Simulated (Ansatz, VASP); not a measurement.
**One calculation of ZnB6, two programs**

```
Zn B
1.0
     4.13234    0.00000    0.00000
     0.00000    4.13234    0.00000
     0.00000    0.00000    4.13234
Zn B
1 6
Cartesian
  0.0000 0.0000 0.0000
  0.8222 2.0662 2.0662
  2.0662 0.8222 2.0662
  3.3101 2.0662 2.0662
  2.0662 3.3101 2.0662
  2.0662 2.0662 0.8222
  2.0662 2.0662 3.3101
```

Change from the starting cell: species swapped into the YbB6 type (Pm-3m, No. 221).

Alike in both runs: functional PBE; k mesh 10 × 10 × 10; occupations gaussian, width 0.1 eV; no spin polarisation.

Ansatz relaxed the structure, and its values are those at the end. VASP's run is a single point on that final structure, the one shown.

|  | VASP | Ansatz |
| --- | --- | --- |
| version | VASP 6.6.1 | Ansatz 0.2.0 |
| potentials or method | VASP PAW PBE potentials, release 64 (Zn, B), cutoff 500 eV | scalar-relativistic, plane waves, PAW |
| valence electrons in the cell | 30 | 30 |

```tsv
	VASP	Ansatz	Ansatz less VASP
gap on the k mesh at the Fermi level (eV)	none	none	-
pressure (GPa)	0.1	0.0	-0.08
rms of the force components (eV/Å)	0.011	0.002	-0.0097
```

A gap of «none» marks a metal or a gap that the smearing closes.
